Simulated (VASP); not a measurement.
# MoS2 in VASP: notebook

MoS2 is run at these levels: PBEsol; tasks: single point.

Everything below comes from runs of VASP 6.6.1. Logs are shortened: lines on timing, memory, paths and dates and some standing lists are left out, and cuts for length are marked.

### Step 1. The cell of the first run

The cell holds a slab with vacuum, 15 atoms: a = 3.143 Å, b = 6.540 Å, c = 27.211 Å, α = 90.00°, β = 90.00°, γ = 90.00°.

### Step 2. Single point, PBEsol

The input, INCAR:

```
SYSTEM = MoS2
PREC = Accurate ; ENCUT = 520
EDIFF = 1E-7 ; ISMEAR = 0
SIGMA = 0.05 ; LREAL = Auto
LASPH = .TRUE. ; NELM = 60
ALGO = Normal ; ISIF = 2
LWAVE = .FALSE. ; LCHARG = .FALSE.
LDIPOL = .TRUE. ; IDIPOL = 3
DIPOL = 0.5 0.5 0.505 ; GGA = PS
NBANDS = 78
```

The input, KPOINTS:

```
Automatic mesh
0
G
  1 1 1
  0 0 0
```

The input, POSCAR:

```
MoS2
1.0
    3.1431208307      0.0000000000      0.0000000000
    0.0000000000      6.5400925761      0.0000000000
    0.0000000000      0.0000000000     27.2110174743
S Mo
10 5
Direct
    0.5000000000      0.1903528276      0.2756236516
    0.0000000000      0.6170850351      0.3399526325
    0.0000000000      0.0748681500      0.3717295806
    0.5000000000      0.5016003575      0.4360585615
    0.5000000000      0.9593834724      0.4678355096
    0.0000000000      0.3861156799      0.5321644904
    0.0000000000      0.8438987947      0.5639414385
    0.5000000000      0.2706310022      0.6282704194
    0.5000000000      0.7284141171      0.6600473675
    0.0000000000      0.1551463246      0.7243763484
    0.5000000000      0.8845106962      0.3238085187
    0.0000000000      0.7690260186      0.4199144477
    0.5000000000      0.6535413410      0.5160203767
    0.0000000000      0.5380566634      0.6121263056
    0.5000000000      0.4225719858      0.7082322346
```

Potentials or basis: VASP PAW PBE potentials, release 64 (S, Mo_sv).

Launch:

```
cat potpaw_PBE.64/S/POTCAR potpaw_PBE.64/Mo_sv/POTCAR > POTCAR
mpirun -np 1 vasp_gam > vasp.out
```

OUTCAR:

```text
SYSTEM = MoS2
   PREC = Accurate
   ENCUT = 520
   EDIFF = 1E-7
   ISMEAR = 0
   LREAL = Auto
   LASPH = .TRUE.
   NELM = 60
   ISIF = 2
   GGA = PS

 ion  position               nearest neighbor table
   1  0.500  0.190  0.276-  11 2.39
   2  0.000  0.617  0.340-  11 2.39  11 2.39  12 2.39
   3  0.000  0.075  0.372-  12 2.39  11 2.39  11 2.39
   4  0.500  0.502  0.436-  12 2.39  12 2.39  13 2.39
   5  0.500  0.959  0.468-  13 2.39  12 2.39  12 2.39
   6  0.000  0.386  0.532-  13 2.39  13 2.39  14 2.39
   7  0.000  0.844  0.564-  13 2.39  13 2.39  14 2.39
   8  0.500  0.271  0.628-  15 2.39  14 2.39  14 2.39
   9  0.500  0.728  0.660-  15 2.39  14 2.39  14 2.39
  10  0.000  0.155  0.724-  15 2.39  15 2.39
  11  0.500  0.885  0.324-   1 2.39   3 2.39   3 2.39   2 2.39   2 2.39  12 3.14  12 3.14
  12  0.000  0.769  0.420-   3 2.39   5 2.39   5 2.39   4 2.39   4 2.39   2 2.39  13 3.14  13 3.14
                            11 3.14  11 3.14
  13  0.500  0.654  0.516-   7 2.39   7 2.39   5 2.39   6 2.39   6 2.39   4 2.39  14 3.14  14 3.14
                            12 3.14  12 3.14
  14  0.000  0.538  0.612-   7 2.39   9 2.39   9 2.39   6 2.39   8 2.39   8 2.39  13 3.14  13 3.14
                            15 3.14  15 3.14
  15  0.500  0.423  0.708-   9 2.39   8 2.39  10 2.39  10 2.39  14 3.14  14 3.14

  LATTYP: Found a simple orthorhombic cell.
 ALAT       =     3.1431208307
 B/A-ratio  =     2.0807639694
 C/A-ratio  =     8.6573246591

  Lattice vectors:

 A1 = (   3.1431208307,   0.0000000000,   0.0000000000)
 A2 = (   0.0000000000,   6.5400925761,   0.0000000000)
 A3 = (   0.0000000000,   0.0000000000,  27.2110174743)

Analysis of symmetry for initial positions (statically):
=====================================================================
 Subroutine PRICEL returns:
 Original cell was already a primitive cell.

 Routine SETGRP: Setting up the symmetry group for a
 simple orthorhombic supercell.

 Subroutine GETGRP returns: Found  2 space group operations
 (whereof  2 operations were pure point group operations)
 out of a pool of  8 trial point group operations.

The static configuration has the point symmetry C_1h.

Analysis of symmetry for dynamics (positions and initial velocities):
=====================================================================
 Subroutine PRICEL returns:
 Original cell was already a primitive cell.

 Routine SETGRP: Setting up the symmetry group for a
 simple orthorhombic supercell.

 Subroutine GETGRP returns: Found  2 space group operations
 (whereof  2 operations were pure point group operations)
 out of a pool of  8 trial point group operations.

The dynamic configuration has the point symmetry C_1h.

 Subroutine INISYM returns: Found  2 space group operations
 (whereof  2 operations are pure point group operations),
 and found     1 'primitive' translations

----------------------------------------------------------------------------------------

                                     Primitive cell

  volume of cell :     559.3579

  direct lattice vectors                    reciprocal lattice vectors
     3.143120831  0.000000000  0.000000000     0.318155125  0.000000000  0.000000000
     0.000000000  6.540092576  0.000000000     0.000000000  0.152903034  0.000000000
     0.000000000  0.000000000 27.211017474     0.000000000  0.000000000  0.036749820

  length of vectors
     3.143120831  6.540092576 27.211017474     0.318155125  0.152903034  0.036749820

  position of ions in fractional coordinates (direct lattice)
     0.500000000  0.190352828  0.275623652
     0.000000000  0.617085035  0.339952633
     0.000000000  0.074868150  0.371729581
     0.500000000  0.501600358  0.436058561
     0.500000000  0.959383472  0.467835510
     0.000000000  0.386115680  0.532164490
     0.000000000  0.843898795  0.563941439
     0.500000000  0.270631002  0.628270419
     0.500000000  0.728414117  0.660047367
     0.000000000  0.155146325  0.724376348
     0.500000000  0.884510696  0.323808519
     0.000000000  0.769026019  0.419914448
     0.500000000  0.653541341  0.516020377
     0.000000000  0.538056663  0.612126306
     0.500000000  0.422571986  0.708232235

  ion indices of the primitive-cell ions
   primitive index   ion index
                 1           1
                 2           2
                 3           3
                 4           4
                 5           5
                 6           6
                 7           7
                 8           8
                 9           9
                10          10
                11          11
                12          12
                13          13
                14          14
                15          15

----------------------------------------------------------------------------------------

 KPOINTS: Automatic mesh

Automatic generation of k-mesh.
 Grid dimensions read from file:
 generate k-points for:    1    1    1

 Generating k-lattice:

  Cartesian coordinates                     Fractional coordinates (reciprocal lattice)
     0.318155125  0.000000000  0.000000000     1.000000000  0.000000000  0.000000000
     0.000000000  0.152903034  0.000000000     0.000000000  1.000000000  0.000000000
     0.000000000  0.000000000  0.036749820     0.000000000  0.000000000  1.000000000

  Length of vectors
     0.318155125  0.152903034  0.036749820

  Shift w.r.t. Gamma in fractional coordinates (k-lattice)
     0.000000000  0.000000000  0.000000000

 Subroutine IBZKPT returns following result:
 ===========================================

 Found      1 irreducible k-points:

 Following reciprocal coordinates:
            Coordinates               Weight
  0.000000  0.000000  0.000000      1.000000
   k-points           NKPTS =      1   k-points in BZ     NKDIM =      1   number of bands    NBANDS=     78
   number of dos      NEDOS =    301   number of ions     NIONS =     15
   total plane-waves  NPLWV = 252000
   dimension x,y,z NGX =    24 NGY =   50 NGZ =  210
   dimension x,y,z NGXF=    48 NGYF=  100 NGZF=  420
   ions per type =              10   5
   NGX,Y,Z   is equivalent  to a cutoff of  12.69, 12.71, 12.83 a.u.
   NGXF,Y,Z  is equivalent  to a cutoff of  25.39, 25.42, 25.66 a.u.
 SYSTEM =  MoS2
   PREC   = accura    normal or accurate (medium, high low for compatibility)
   ISTART =      0    job   : 0-new  1-cont  2-samecut
   ICHARG =      2    charge: 1-file 2-atom 10-const
   ISPIN  =      1    spin polarized calculation?
   LNONCOLLINEAR =      F non collinear calculations
   LSORBIT =      F    spin-orbit coupling
   LASPH  =      T    aspherical Exc in radial PAW
   ENCUT  =  520.0 eV  38.22 Ry    6.18 a.u.   5.84 12.16 50.59*2*pi/ulx,y,z
   NELM   =     60;   NELMIN=  2; NELMDL= -5     # of ELM steps
   EDIFF  = 0.1E-06   stopping-criterion for ELM
   LREAL  =      T    real-space projection
   EDIFFG = 0.1E-05   stopping-criterion for IOM
   NSW    =      0    number of steps for IOM
   IBRION =     -1    ionic relax: 0-MD 1-quasi-New 2-CG
   NFREE  =      0    steps in history (QN), initial steepest desc. (CG)
   ISIF   =      2    stress and relaxation
   ISYM   =      2    0-nonsym 1-usesym 2-fastsym
   POTIM  = 0.5000    time-step for ionic-motion
   TEBEG  =    0.0;   TEEND  =   0.0 temperature during run
   PSTRESS=    0.0 pullay stress
   NELECT =     130.0000    total number of electrons
   NUPDOWN=      -1.0000    fix difference up-down
   EMIN   =  10.00;   EMAX   =-10.00  energy-range for DOS
   EFERMI =   0.00;   METHOD = LEGACY
   ISMEAR =     0;   SIGMA  =   0.05  broadening in eV -4-tet -1-fermi 0-gaus
   EFERMI_NEDOS =   21; number of points for ismear=-14 and -15
   IALGO  =     38    algorithm
   IMIX   =      4    mixing-type and parameters
     AMIX     =   0.40;   BMIX     =  1.00
     AMIX_MAG =   1.60;   BMIX_MAG =  1.00
  volume/ion in A,a.u.               =      37.29       251.65
  Fermi-wavevector in a.u.,A,eV,Ry     =   1.006528  1.902063 13.784054  1.013099
  Thomas-Fermi vector in A             =   2.139276
   LORBIT       =      0    0 simple, 1 ext, 2 COOP (PROOUT), +10 PAW based schemes
   GGA     = PS    functional components
   LHFCALC =     F    Hartree Fock is set to
   AEXX    =    0.0000 exact exchange contribution
   IVDW    =     0    specifies the selected vdW correction
   LEPSILON=     F    determine dielectric tensor
   LRPA    =     F    only Hartree local field effects (RPA)
 non-spin polarized calculation
 Gauss-broadening in eV      SIGMA  =   0.05
  energy-cutoff  :      520.00
  volume of cell :      559.36
 maximum number of plane-waves:      7504
 NGX is ok and might be reduce to    24
   NGX = 11   NGY = 25   NGZ =101

 dipolmoment           0.000000      0.000000      0.017076 electrons x Angstroem

 number of electron     130.0000007 magnetization

 dipolmoment           0.000000      0.000000     -0.050726 electrons x Angstroem

 Free energy of the ion-electron system (eV)
  ---------------------------------------------------
  ext. energy  EPLUGINS =         0.00000000
  ---------------------------------------------------
  free energy    TOTEN  =       -98.80066757 eV

  energy without entropy =      -98.74444041  energy(sigma->0) =      -98.77255399

 E-fermi :   0.7926     XC(G=0):  -5.9394

 val. band max:        0.7890653893   @ k =   0.0000   0.0000   0.0000
 cond. band min:       0.7960407622   @ k =   0.0000   0.0000   0.0000
 fundamental gap:      0.0069753728
 Fermi energy:         0.7925671402

 k-point     1 :       0.0000    0.0000    0.0000
  band No.  band energies     occupation
      1     -60.4751      2.00000
      2     -60.0655      2.00000
      3     -59.9803      2.00000
      4     -59.8279      2.00000
      5     -59.5542      2.00000
      6     -35.1270      2.00000
      7     -34.6957      2.00000
      8     -34.5178      2.00000
      9     -34.3624      2.00000
     10     -34.2901      2.00000
     11     -34.2805      2.00000
     12     -34.2010      2.00000
     13     -34.1490      2.00000
     14     -34.1069      2.00000
     15     -33.9490      2.00000
     16     -33.8935      2.00000
     17     -33.7858      2.00000
     18     -33.6515      2.00000
     19     -33.6310      2.00000
     20     -33.2354      2.00000
     21     -14.2028      2.00000
     22     -13.7107      2.00000
     23     -13.0856      2.00000
     24     -12.7584      2.00000
     25     -12.5439      2.00000
     26     -12.4594      2.00000
     27     -12.3336      2.00000
     28     -12.0902      2.00000
     29     -11.9135      2.00000
     30     -11.5994      2.00000
     31      -5.9185      2.00000
     32      -5.6201      2.00000
     33      -5.3390      2.00000
     34      -5.0531      2.00000
     35      -4.8239      2.00000
     36      -4.3946      2.00000
     37      -4.0279      2.00000
     38      -3.8726      2.00000
     39      -3.5780      2.00000
     40      -3.2733      2.00000
     41      -3.1193      2.00000
     42      -2.8425      2.00000
     43      -2.5963      2.00000
     44      -2.5218      2.00000
     45      -2.4281      2.00000
     46      -2.2650      2.00000
     47      -2.0580      2.00000
     48      -2.0224      2.00000
     49      -1.9194      2.00000
     50      -1.8247      2.00000
     51      -1.7224      2.00000
     52      -1.5012      2.00000
     53      -1.4097      2.00000
     54      -1.3358      2.00000
     55      -1.1565      2.00000
     56      -1.0819      2.00000
     57      -1.0361      2.00000
     58      -0.7590      2.00000
     59      -0.7069      2.00000
     60      -0.3928      2.00000
     61      -0.2626      2.00000
     62      -0.2015      2.00000
     63      -0.0470      2.00000
     64       0.6717      1.99937
     65       0.7891      1.07890
     66       0.7960      0.92173
     67       1.3710      0.00000
     68       1.5886      0.00000
     69       1.9318      0.00000
     70       2.5173      0.00000
     71       2.6104      0.00000
     72       2.6337      0.00000
     73       2.7724      0.00000
     74       2.9924      0.00000
     75       3.0035      0.00000
     76       3.1030      0.00000
     77       3.1979      0.00000
 [bands above 77 left out]

------------------------ aborting loop because EDIFF is reached ----------------------------------------

 vacuum level on the upper side and lower side of the slab       (xc-potential included)        -0.352         0.106

  FORCE on cell =-STRESS in cart. coord.  units (eV):
  Direction    XX          YY          ZZ          XY          YZ          ZX
  --------------------------------------------------------------------------------------
  -------------------------------------------------------------------------------------
  Total       16.7882660    -18.9659879     -4.9453166      0.0000000     -0.4790510      0.0000000
  in kB       48.0868877    -54.3245700    -14.1649462      0.0000000     -1.3721532      0.0000000
  external PRESSURE =      -6.8008762 kB  Pullay stress =       0.0000000 kB

 VOLUME and BASIS-vectors are now :
 -----------------------------------------------------------------------------
  energy-cutoff  :      520.00
  volume of cell :      559.36
      direct lattice vectors                 reciprocal lattice vectors
     3.143120831  0.000000000  0.000000000     0.318155125  0.000000000  0.000000000
     0.000000000  6.540092576  0.000000000     0.000000000  0.152903034  0.000000000
     0.000000000  0.000000000 27.211017474     0.000000000  0.000000000  0.036749820

 POSITION                                       TOTAL-FORCE (eV/Angst)
 -----------------------------------------------------------------------------------
      1.57156      1.24493      7.50000         0.000000     -1.457093     -0.506609
      0.00000      4.03579      9.25046         0.000000      0.817089     -0.818285
      0.00000      0.48964     10.11514         0.000000     -2.423184     -0.533699
      1.57156      3.28051     11.86560         0.000000      1.792699      0.001406
      1.57156      6.27446     12.73028         0.000000     -1.424082     -0.148194
      0.00000      2.52523     14.48074         0.000000      1.583669      0.177809
      0.00000      5.51918     15.34542         0.000000     -1.557112     -0.168499
      1.57156      1.76995     17.09588         0.000000      1.465698      1.226651
      1.57156      4.76390     17.96056         0.000000     -1.755550      0.807543
      0.00000      1.01467     19.71102         0.000000      3.087608      0.202549
      1.57156      5.78478      8.81116         0.000000      2.721094      1.751867
      0.00000      5.02950     11.42630         0.000000     -0.343762      0.334649
      1.57156      4.27422     14.04144         0.000000     -0.190936     -0.055101
      0.00000      3.51894     16.65658         0.000000      0.727040      0.134175
      1.57156      2.76366     19.27172         0.000000     -3.043176     -2.406261
 -----------------------------------------------------------------------------------
    total drift:                                0.000000     -0.002520     -0.001970

  FREE ENERGIE OF THE ION-ELECTRON SYSTEM (eV)
  ---------------------------------------------------
  free  energy   TOTEN  =       -98.8006675705 eV

  energy  without entropy=      -98.7444404082  energy(sigma->0) =      -98.77255399

 vacuum level on the upper side and lower side of the slab         5.877         6.341
```

It took 3.8 min on 1 thread of Intel Xeon 6975P-C (Granite Rapids), shared host; peak memory 0.49 GiB.

Results:

* Free energy: -98.8007 eV
* Largest force: 3.880 eV/Å

Forces in eV/Å, atoms in the order of the input:
```
S    0.000 -1.457 -0.507
S    0.000  0.817 -0.818
S    0.000 -2.423 -0.534
S    0.000  1.793  0.001
S    0.000 -1.424 -0.148
S    0.000  1.584  0.178
S    0.000 -1.557 -0.168
S    0.000  1.466  1.227
S    0.000 -1.756  0.808
S    0.000  3.088  0.203
Mo   0.000  2.721  1.752
Mo   0.000 -0.344  0.335
Mo   0.000 -0.191 -0.055
Mo   0.000  0.727  0.134
Mo   0.000 -3.043 -2.406
```

Caveat: the k points lie up to 2.00 Å⁻¹ apart; the PAW data sets were made with another functional, which shifts forces and pressure a little.

(Part 1 of 2 ends here.)
